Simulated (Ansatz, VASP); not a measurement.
Two plane-wave programs on GaN

```
CELL_PARAMETERS angstrom
0.00000 2.27365 2.27365
2.27365 0.00000 2.27365
2.27365 2.27365 0.00000
ATOMIC_POSITIONS crystal
Ga 0.00000 0.00000 0.00000
N 0.75000 0.75000 0.75000
```

Alike in both runs: functional PBE; k mesh 7 × 7 × 7; no spin polarisation.

Ansatz relaxed the structure, and its values are those at the end. VASP's run is a single point on that final structure, the one shown.

```csv
,VASP,Ansatz
version,VASP 6.6.1,Ansatz 0.2.0
potentials or method,"VASP PAW PBE potentials, release 64 (Ga_d, N), cutoff 520 eV","plane waves, PAW"
occupations,"gaussian, width 0.01 eV",fixed
valence electrons in the cell,18,18
```

Ansatz gave:

- pressure (GPa): 0.1

Q: Which values does VASP return?

A: Pressure (GPa): 0.2.
